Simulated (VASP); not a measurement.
# CuNi2 (P-3m1) in VASP: a series of runs, part 2 of 2

VASP 6.6.1. The steps go on from the part before.

### Step 3. Single point, PBE, collinear spin, ferromagnetic start

This run uses another cell than the first one, of 11.23 Å³/atom.

INCAR reads:

```
SYSTEM = CuNi2
ALGO = Normal
EDIFF = 1E-6
ENCUT = 520
GGA = PE
ISIF = 2
ISMEAR = 0
ISPIN = 2
LASPH = .TRUE.
LCHARG = .TRUE.
LELF = .TRUE.
LMAXMIX = 4
LORBIT = 11
LREAL = .FALSE.
LVHAR = .TRUE.
LWAVE = .FALSE.
MAGMOM = 0 0 2 2 2 2
NBANDS = 44
NELM = 150
PREC = Accurate
SIGMA = 0.1
```

KPOINTS reads:

```
k-points
0
G
  6 6 2
  0 0 0
```

POSCAR reads:

```
CuNi2
1.0
    2.5012703546      0.0000000000      0.0000000000
   -1.2506351773      2.1661636688      0.0000000000
    0.0000000000      0.0000000000     12.4373078258
Cu Ni
2 4
Direct
    0.3333333333      0.6666666667      0.0868268749
    0.6666666667      0.3333333333      0.9131731251
    0.3333333333      0.6666666667      0.7448471482
    0.3333333333      0.6666666667      0.4184799328
    0.6666666667      0.3333333333      0.2551528518
    0.6666666667      0.3333333333      0.5815200672
```

Potentials or basis: VASP PAW PBE potentials, release 64 (Cu, Ni).

Command:

```console
$ cat potpaw_PBE.64/Cu/POTCAR potpaw_PBE.64/Ni/POTCAR > POTCAR
$ mpirun -np 1 vasp_std > vasp.out
```

OUTCAR:

```text
SYSTEM = CuNi2
   EDIFF = 1E-6
   ENCUT = 520
   GGA = PE
   ISIF = 2
   ISMEAR = 0
   ISPIN = 2
   LASPH = .TRUE.
   LORBIT = 11
   LREAL = .FALSE.
   NELM = 150
   PREC = Accurate

 ion  position               nearest neighbor table
   1  0.333  0.667  0.087-   5 2.54   5 2.54   5 2.54   2 2.60   2 2.60   2 2.60
   2  0.667  0.333  0.913-   3 2.54   3 2.54   3 2.54   1 2.60   1 2.60   1 2.60
   3  0.333  0.667  0.745-   6 2.49   6 2.49   6 2.49   2 2.54   2 2.54   2 2.54
   4  0.333  0.667  0.418-   6 2.49   6 2.49   6 2.49   5 2.49   5 2.49   5 2.49
   5  0.667  0.333  0.255-   4 2.49   4 2.49   4 2.49   1 2.54   1 2.54   1 2.54
   6  0.667  0.333  0.582-   4 2.49   4 2.49   4 2.49   3 2.49   3 2.49   3 2.49

  LATTYP: Found a hexagonal cell.
 ALAT       =     2.5012703546
 C/A-ratio  =     4.9723964476

  Lattice vectors:

 A1 = (   2.5012703546,   0.0000000000,   0.0000000000)
 A2 = (  -1.2506351773,   2.1661636688,   0.0000000000)
 A3 = (   0.0000000000,   0.0000000000,  12.4373078258)

Analysis of symmetry for initial positions (statically):
=====================================================================
 Subroutine PRICEL returns:
 Original cell was already a primitive cell.

 Routine SETGRP: Setting up the symmetry group for a
 hexagonal supercell.

 Subroutine GETGRP returns: Found 12 space group operations
 (whereof 12 operations were pure point group operations)
 out of a pool of 24 trial point group operations.

The static configuration has the point symmetry D_3d.

Analysis of symmetry for dynamics (positions and initial velocities):
=====================================================================
 Subroutine PRICEL returns:
 Original cell was already a primitive cell.

 Routine SETGRP: Setting up the symmetry group for a
 hexagonal supercell.

 Subroutine GETGRP returns: Found 12 space group operations
 (whereof 12 operations were pure point group operations)
 out of a pool of 24 trial point group operations.

The dynamic configuration has the point symmetry D_3d.

Analysis of structural, dynamic, and magnetic symmetry:
=====================================================================
 Subroutine PRICEL returns:
 Original cell was already a primitive cell.

 Routine SETGRP: Setting up the symmetry group for a
 hexagonal supercell.

 Subroutine GETGRP returns: Found 12 space group operations
 (whereof 12 operations were pure point group operations)
 out of a pool of 24 trial point group operations.

The overall configuration has the point symmetry D_3d.

 Subroutine INISYM returns: Found 12 space group operations
 (whereof 12 operations are pure point group operations),
 and found     1 'primitive' translations

----------------------------------------------------------------------------------------

                                     Primitive cell

  volume of cell :      67.3873

  direct lattice vectors                    reciprocal lattice vectors
     2.501270355  0.000000000  0.000000000     0.399796846  0.230822817  0.000000000
    -1.250635177  2.166163669  0.000000000     0.000000000  0.461645634  0.000000000
     0.000000000  0.000000000 12.437307826     0.000000000  0.000000000  0.080403252

  length of vectors
     2.501270355  2.501270355 12.437307826     0.461645634  0.461645634  0.080403252
[... 84 lines left out ...]
   ISIF   =      2    stress and relaxation
   ISYM   =      2    0-nonsym 1-usesym 2-fastsym
   POTIM  = 0.5000    time-step for ionic-motion
   TEBEG  =    0.0;   TEEND  =   0.0 temperature during run
   PSTRESS=    0.0 pullay stress
   NELECT =      62.0000    total number of electrons
   NUPDOWN=      -1.0000    fix difference up-down
   EMIN   =  10.00;   EMAX   =-10.00  energy-range for DOS
   EFERMI =   0.00;   METHOD = LEGACY
   ISMEAR =     0;   SIGMA  =   0.10  broadening in eV -4-tet -1-fermi 0-gaus
   EFERMI_NEDOS =   21; number of points for ismear=-14 and -15
   IALGO  =     38    algorithm
   IMIX   =      4    mixing-type and parameters
     AMIX     =   0.40;   BMIX     =  1.00
     AMIX_MAG =   1.60;   BMIX_MAG =  1.00
  volume/ion in A,a.u.               =      11.23        75.79
  Fermi-wavevector in a.u.,A,eV,Ry     =   1.592255  3.008926 34.494526  2.535276
  Thomas-Fermi vector in A             =   2.690669
   LORBIT       =     11    0 simple, 1 ext, 2 COOP (PROOUT), +10 PAW based schemes
   GGA     = PE    functional components
   LHFCALC =     F    Hartree Fock is set to
   AEXX    =    0.0000 exact exchange contribution
   IVDW    =     0    specifies the selected vdW correction
   LEPSILON=     F    determine dielectric tensor
   LRPA    =     F    only Hartree local field effects (RPA)
 spin polarized calculation
 Gauss-broadening in eV      SIGMA  =   0.10
  energy-cutoff  :      520.00
  volume of cell :       67.39
 maximum number of plane-waves:      1835
 NGX is ok and might be reduce to    20
   NGX =  9   NGY =  9   NGZ = 47

 number of electron      61.9999997 magnetization       2.1598549

 Free energy of the ion-electron system (eV)
  ---------------------------------------------------
  ext. energy  EPLUGINS =         0.00000000
  ---------------------------------------------------
  free energy    TOTEN  =       -29.24855471 eV

  energy without entropy =      -29.21030788  energy(sigma->0) =      -29.22943130

 E-fermi :   8.6543     XC(G=0): -13.0452

 val. band max:        8.6325088189   @ k =   0.3333   0.0000   0.5000
 cond. band min:       8.6653828403   @ k =   0.1667   0.1667   0.0000
 fundamental gap:      0.0328740214
 Fermi energy:         8.6543339104

 spin component 1

 k-point     1 :       0.0000    0.0000    0.0000
  band No.  band energies     occupation
      1      -0.4680      1.00000
      2       0.5156      1.00000
      3       0.7046      1.00000
      4       2.8101      1.00000
      5       3.1021      1.00000
      6       3.8526      1.00000
[... 633 lines left out ...]
     42      16.9129      0.00000
     43      18.4917      0.00000
 Fermi energy:         8.6543339104

 spin component 2

 k-point     1 :       0.0000    0.0000    0.0000
  band No.  band energies     occupation
      1      -0.4933      1.00000
      2       0.4914      1.00000
      3       0.6818      1.00000
      4       2.8176      1.00000
      5       3.1351      1.00000
      6       4.0679      1.00000
[... 633 lines left out ...]
     42      17.0123      0.00000
     43      18.5554      0.00000
 [bands above 43 left out]

------------------------ aborting loop because EDIFF is reached ----------------------------------------

  FORCE on cell =-STRESS in cart. coord.  units (eV):
  Direction    XX          YY          ZZ          XY          YZ          ZX
  --------------------------------------------------------------------------------------
  -------------------------------------------------------------------------------------
  Total        0.0809496      0.0809496      0.0715429      0.0000000      0.0000000      0.0000000
  in kB        1.9246288      1.9246288      1.7009796      0.0000000      0.0000000      0.0000000
  external PRESSURE =       1.8500791 kB  Pullay stress =       0.0000000 kB

 VOLUME and BASIS-vectors are now :
 -----------------------------------------------------------------------------
  energy-cutoff  :      520.00
  volume of cell :       67.39
      direct lattice vectors                 reciprocal lattice vectors
     2.501270355  0.000000000  0.000000000     0.399796846  0.230822817  0.000000000
    -1.250635177  2.166163669  0.000000000     0.000000000  0.461645634  0.000000000
     0.000000000  0.000000000 12.437307826     0.000000000  0.000000000  0.080403252

 POSITION                                       TOTAL-FORCE (eV/Angst)
 -----------------------------------------------------------------------------------
     -0.00000      1.44411      1.07989        -0.000000     -0.000000      0.006836
      1.25064      0.72205     11.35742         0.000000      0.000000     -0.006836
     -0.00000      1.44411      9.26389         0.000000      0.000000     -0.010094
     -0.00000      1.44411      5.20476         0.000000      0.000000      0.001682
      1.25064      0.72205      3.17341        -0.000000      0.000000      0.010094
      1.25064      0.72205      7.23254        -0.000000      0.000000     -0.001682
 -----------------------------------------------------------------------------------
    total drift:                                0.000000     -0.000000      0.000000

  FREE ENERGIE OF THE ION-ELECTRON SYSTEM (eV)
  ---------------------------------------------------
  free  energy   TOTEN  =       -29.2485547113 eV

  energy  without entropy=      -29.2103078842  energy(sigma->0) =      -29.22943130

 total charge

# of ion       s       p       d       tot
------------------------------------------
    1        0.454   0.398   9.176  10.027
    2        0.454   0.398   9.176  10.027
    3        0.483   0.462   8.339   9.284
    4        0.493   0.485   8.310   9.288
    5        0.483   0.462   8.339   9.284
    6        0.493   0.485   8.310   9.288
--------------------------------------------------
tot          2.859   2.690  51.650  57.199

 magnetization (x)

# of ion       s       p       d       tot
------------------------------------------
    1       -0.002  -0.009  -0.003  -0.014
    2       -0.002  -0.009  -0.003  -0.014
    3       -0.002  -0.016   0.456   0.437
    4       -0.004  -0.021   0.710   0.684
    5       -0.002  -0.016   0.456   0.437
    6       -0.004  -0.021   0.710   0.684
--------------------------------------------------
tot         -0.017  -0.093   2.325   2.216
```

It took 1.8 min on 1 thread of AMD EPYC 9R45 (Zen 5), shared host; peak memory 0.21 GiB.

Results:

* Free energy: -29.2486 eV
* Pressure: 0.2 GPa
* Largest force: 0.010 eV/Å
* Net moment: 2.16 μB per cell
* Site moments: Cu -0.01; Ni +0.44, +0.68 (each value once) μB
* Valence electrons inside the program's atomic spheres: Cu 10.03; Ni 9.28, 9.29 (each value once)

Forces in eV/Å, atoms in the order of the input:
```
Cu   0.000  0.000  0.007
Cu   0.000  0.000 -0.007
Ni   0.000  0.000 -0.010
Ni   0.000  0.000  0.002
Ni   0.000  0.000  0.010
Ni   0.000  0.000 -0.002
```

Levels at points of the mesh, in eV from the Fermi level:
Spin up:
```
           k point  band 29  band 30  band 31  band 32  band 33  band 34  band 35  band 36  band 37  band 38
(0.00, 0.00, 0.00)    -1.39    -0.99    -0.99    -0.66    -0.66    -0.64    -0.64    -0.58     4.73     9.50
(0.50, 0.00, 0.00)    -0.24    -0.24     0.31     0.62     1.01     1.71     2.26     2.82     6.04     6.22
(0.00, 0.00, 0.50)    -1.37    -1.29    -1.00    -1.00    -0.67    -0.67    -0.64    -0.64     5.80     6.91
(0.50, 0.00, 0.50)    -0.24    -0.24     0.53     0.97     1.08     1.22     2.33     2.84     5.92     6.05
```
Spin down:
```csv
k point,band 28,band 29,band 30,band 31,band 32,band 33,band 34,band 35
"(0.00, 0.00, 0.00)",-0.76,-0.76,-0.61,-0.38,-0.38,-0.09,-0.09,0.02
"(0.50, 0.00, 0.00)",0.26,0.31,0.32,0.33,0.68,1.34,1.78,2.42
"(0.00, 0.00, 0.50)",-1.22,-0.76,-0.76,-0.37,-0.37,-0.09,-0.09,0.02
"(0.50, 0.00, 0.50)",0.26,0.31,0.32,0.70,1.10,1.29,1.34,2.45
```

Caveat: the k points lie up to 0.48 Å⁻¹ apart.

### Step 4. Relaxation of cell and atoms, PBE, collinear spin, ferromagnetic start

INCAR reads:

```
SYSTEM = CuNi2
  PREC = Accurate
  ENCUT = 600
  EDIFF = 1E-6
  ISMEAR = 0
  SIGMA = 0.1
  LREAL = .False.
  LASPH = .True.
  NELM = 150
  ALGO = Normal
  ISIF = 3
  LWAVE = .False.
  LCHARG = .False.
  ISPIN = 2
  MAGMOM = 0 0 2 2 2 2
  LORBIT = 11
  LMAXMIX = 4
  GGA = PE
  IBRION = 2
  NSW = 90
  EDIFFG = -0.04
```

KPOINTS reads:

```
Automatic mesh
0
Gamma
  6 6 2
  0 0 0
```

POSCAR reads:

```
CuNi2
1.0
    2.5140403200      0.0000000000      0.0000000000
   -1.2570201600      2.1772227900      0.0000000000
    0.0000000000      0.0000000000     12.0109271500
Cu Ni
2 4
Direct
    0.3333333300      0.6666666700      0.0833333300
    0.6666666700      0.3333333300      0.9166666700
    0.3333333300      0.6666666700      0.7500000000
    0.3333333300      0.6666666700      0.4166666700
    0.6666666700      0.3333333300      0.2500000000
    0.6666666700      0.3333333300      0.5833333300
```

Command:

```console
$ cat potpaw_PBE.64/Cu/POTCAR potpaw_PBE.64/Ni/POTCAR > POTCAR
$ mpirun -np 1 vasp_std > vasp.out
```

Wall time 6.6 min (1 thread of AMD EPYC 9R45 (Zen 5), shared host); peak memory 0.23 GiB.

The run converged. Its results:

- Free energy: -29.2468 eV
- Relaxed volume: 11.24 Å³/atom
- Relaxed cell: a = 2.503 Å, b = 2.503 Å, c = 12.431 Å, α = 90.00°, β = 90.00°, γ = 120.00°
- Space group after relaxing (to 0.1 Å): P-3m1 (No. 164)
- Energy gained by relaxing: 17.2 meV/atom
- Ionic steps: 7
- Pressure after relaxing: 0.0 GPa
- Largest force after relaxing: 0.032 eV/Å
- Net moment: 2.16 μB per cell
- Site moments: Cu -0.01; Ni +0.44, +0.68 (each value once) μB
- Valence electrons inside the program's atomic spheres: Cu 10.03; Ni 9.29

Forces on the atoms (eV/Å):
```
Cu   0.000  0.000 -0.009
Cu   0.000  0.000  0.009
Ni   0.000  0.000  0.002
Ni   0.000  0.000  0.032
Ni   0.000  0.000 -0.002
Ni   0.000  0.000 -0.032
```

Stress tensor (GPa, compression positive):
```
-0.06  0.00  0.00
 0.00 -0.06  0.00
 0.00  0.00  0.25
```

Step by step:
| step | energy change (eV) | largest force (eV/Å) | pressure (GPa) | volume (Å³) |
| --- | --- | --- | --- | --- |
| 1 | 0.0000 | 0.3210 | 4.58 | 65.74 |
| 2 | -0.0677 | 0.2353 | -3.33 | 68.75 |
| 3 | -0.0712 | 0.2486 | -2.11 | 68.19 |
| 4 | -0.0928 | 0.1787 | -0.10 | 67.42 |
| 5 | -0.0934 | 0.1663 | 0.26 | 67.28 |
| 6 | -0.0985 | 0.1171 | 0.20 | 67.33 |
| 7 | -0.1034 | 0.0315 | 0.04 | 67.44 |

Final structure:
```
Cu Ni
1.0
     2.50294    0.00000    0.00000
    -1.25147    2.16761    0.00000
     0.00000    0.00000   12.43136
Cu Ni
2 4
Direct
  0.33333 0.66667 0.08699
  0.66667 0.33333 0.91301
  0.33333 0.66667 0.74472
  0.33333 0.66667 0.41835
  0.66667 0.33333 0.25528
  0.66667 0.33333 0.58165
```

Levels at points of the mesh, in eV from the Fermi level:
Spin up:
| k point | band 31 | band 32 | band 33 | band 34 | band 35 | band 36 |
| --- | --- | --- | --- | --- | --- | --- |
| (0.00, 0.00, 0.00) | -0.99 | -0.67 | -0.67 | -0.65 | -0.65 | -0.57 |
| (0.50, 0.00, 0.00) | 0.31 | 0.62 | 1.01 | 1.71 | 2.26 | 2.82 |
| (0.00, 0.00, 0.50) | -1.00 | -1.00 | -0.67 | -0.67 | -0.64 | -0.64 |
| (0.50, 0.00, 0.50) | 0.53 | 0.96 | 1.08 | 1.21 | 2.33 | 2.84 |
Spin down:
```csv
k point,band 29,band 30,band 31,band 32,band 33,band 34
"(0.00, 0.00, 0.00)",-0.76,-0.60,-0.38,-0.38,-0.09,-0.09
"(0.50, 0.00, 0.00)",0.30,0.32,0.33,0.67,1.34,1.78
"(0.00, 0.00, 0.50)",-0.76,-0.76,-0.38,-0.38,-0.09,-0.09
"(0.50, 0.00, 0.50)",0.30,0.32,0.70,1.10,1.29,1.33
```

Caveat: the k points lie up to 0.48 Å⁻¹ apart in the final cell.

### Step 5. The runs side by side

| task | cell | cutoff (eV) | gap on the mesh (eV) | pressure (GPa) | moment (μB) | largest force (eV/Å) |
| --- | --- | --- | --- | --- | --- | --- |
| single point | a = 2.514, b = 2.514, c = 12.011 Å, angles 90.0, 90.0, 120.0°, 6 atoms, atomic positions A | 520 | none | 4.8 | 2.11 | 0.32 |
| single point | a = 2.501, b = 2.501, c = 12.437 Å, angles 90.0, 90.0, 120.0°, 6 atoms, atomic positions B | 520 | none | 0.2 | 2.16 | 0.01 |
| relaxation of cell and atoms | relaxed from a = 2.514, b = 2.514, c = 12.011 Å, angles 90.0, 90.0, 120.0°, 6 atoms, atomic positions A | 600 | none | 0.0 | 2.16 | 0.03 |

Alike in all rows: level PBE; potentials or basis VASP PAW PBE potentials, release 64 (Cu, Ni); spin collinear, ferromagnetic start; k mesh 6 × 6 × 2; smearing gaussian 0.1 eV.

Caveats: all runs use coarse meshes.

Total energies depend on the potentials used, so only differences within one code and one set of settings carry meaning.

The gap in the log of VASP goes by the Fermi energy; the results here count the filled bands.